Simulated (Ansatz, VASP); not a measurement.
# One calculation of WCl2F2, two programs

```xyz
5
Lattice="-1.8578 1.8578 5.9623 1.8578 -1.8578 5.9623 1.8578 1.8578 -5.9623" Properties=species:S:1:pos:R:3 pbc="T T T"
W     0.0000    0.0000    0.0000
Cl    0.0000    0.0000    1.6475
Cl    0.0000    0.0000   10.2771
F     0.0000    0.0000    4.1449
F     0.0000    0.0000    7.7797
```

Change from the starting cell: species swapped into the Sc2BC2 type (I4/mmm, No. 139).

Alike in both runs: task relaxation of cell and atoms; functional PBE; k mesh 6 × 6 × 6; occupations gaussian, width 0.1 eV; no spin polarisation.

```csv
,VASP,Ansatz
version,VASP 6.6.1,Ansatz 0.2.0
potentials or method,"VASP PAW PBE potentials, release 64 (W_sv, Cl, F), cutoff 600 eV","scalar-relativistic, plane waves, PAW"
valence electrons in the cell,42,42
```

```csv
,VASP,Ansatz,Ansatz less VASP
"gap on the k mesh at the Fermi level, each at its own relaxed structure (eV)",none,none,-
relaxed volume (Å³/atom),16.40,17.37,+0.972
relaxed length of the cell vector where the two differ most in proportion (Å),7.708,8.155,+0.4473
```

A gap of «none» marks a metal or a gap that the smearing closes. One of these differences is far larger than is usual between the two programs; its cause wasn't traced.

The k mesh is coarse, so the values compare programs but aren't converged. Spin-orbit coupling is off throughout.
